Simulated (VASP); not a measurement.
A run of VASP 6.6.1:

File INCAR:

```
SYSTEM = Fe
  PREC = Accurate
  ENCUT = 600
  EDIFF = 1E-6
  ISMEAR = -1
  SIGMA = 0.05
  LREAL = .FALSE.
  LASPH = .TRUE.
  NELM = 200
  ALGO = Normal
  ISIF = 2
  LWAVE = .FALSE.
  LCHARG = .FALSE.
  ISPIN = 2
  MAGMOM = 1.5
  LORBIT = 11
  NUPDOWN = 1.5
  LMAXMIX = 4
  GGA = PE
  NBANDS = 18
  GGA_COMPAT = .FALSE.
```

Contents of KPOINTS:

```
regular mesh
0
G
  11 11 11
  0 0 0
```

The input POSCAR:

```
Fe
1.0
   -1.4430000000      1.4430000000      1.4430000000
    1.4430000000     -1.4430000000      1.4430000000
    1.4430000000      1.4430000000     -1.4430000000
Fe
1
Direct
    0.0000000000      0.0000000000      0.0000000000
```

Potentials or basis: VASP PAW PBE potentials, release 64 (Fe_sv).

Command:

```console
$ cat potpaw_PBE.64/Fe_sv/POTCAR > POTCAR
$ mpirun -np 1 vasp_std > vasp.out
```

Hardware: 1 thread of Intel(R) Xeon(R) 6975P-C (Granite Rapids), on a shared host.

**Question.** Estimate the wall time of this run.

**Answer.** Run time: 14 s on 1 thread of Intel(R) Xeon(R) 6975P-C (Granite Rapids) (shared host), peak memory 0.14 GiB. Counts: scf iterations 12, k points 56.
